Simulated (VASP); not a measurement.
Write the native input for VASP 6.6.1 that does the following.

| Quantity | Value |
| --- | --- |
| Task | single point |
| Functional | r2SCAN |
| Potentials or basis | VASP PAW PBE potentials, release 64 (Li_sv, Be) |
| Cutoff | 520 eV |
| k mesh | 16 × 16 × 16 |
| Occupations | gaussian, width 0.15 eV |
| Spin | no spin polarisation |
| Dipole correction | no |
| Further INCAR settings | ALGO = Normal; EDIFF = 1e-06; NBANDS = 10 |

LiBe:

```
Li Be
1.0
     2.81115    0.00000    0.00000
     0.00000    2.97982    0.00000
     0.00000    0.00000    2.81115
Li Be
1 1
Cartesian
  0.0000 0.0000 0.0000
  1.4056 1.4899 1.4056
```

This cell differs from its parent crystal: strain +0.0600 x Voigt [0, 1, 0, 0, 0, 0].

These files were run (other wordings do the same):

POSCAR

```
LiBe
1.0
    2.8111530000      0.0000000000      0.0000000000
    0.0000000000      2.9798221800      0.0000000000
    0.0000000000      0.0000000000      2.8111530000
Li Be
1 1
Direct
    0.0000000000      0.0000000000      0.0000000000
    0.5000000000      0.5000000000      0.5000000000
```

INCAR.step1

```
PREC = Accurate
ENCUT = 520
ISMEAR = 0
SIGMA = 0.15
LREAL = False
LASPH = True
NELM = 80
NBANDS = 10
GGA = PE
ALGO = Normal
EDIFF = 1E-4
LWAVE = True
LCHARG = False
```

INCAR.step2

```
PREC = Accurate
ENCUT = 520
EDIFF = 1E-6
ISMEAR = 0
SIGMA = 0.15
LREAL = False
LASPH = True
NELM = 80
ALGO = Normal
ISIF = 2
LWAVE = False
LCHARG = False
METAGGA = R2SCAN
LMIXTAU = True
NBANDS = 10
ISTART = 1
```

KPOINTS

```
Automatic mesh
0
Gamma
  16 16 16
```

Potentials or basis: VASP PAW PBE potentials, release 64 (Li_sv, Be).

Run with:

```bash
$ cat potpaw_PBE.64/Li_sv/POTCAR potpaw_PBE.64/Be/POTCAR > POTCAR
$ cp INCAR.step1 INCAR
$ mpirun -np 1 vasp_std > vasp.out
$ cp INCAR.step2 INCAR
$ mpirun -np 1 vasp_std > vasp.out
```

It gave:

```json
{"Band gap on the k mesh": "zero (an odd number of electrons rules out a gap without spin polarisation)"}
```

Caveat: the cell differs from its parent crystal (strain +0.0600 x Voigt [0, 1, 0, 0, 0, 0]).

It took 3.8 min on 1 thread of AMD EPYC 9R45 96-Core Processor (Zen 5), on a shared host, peak memory 0.18 GiB.
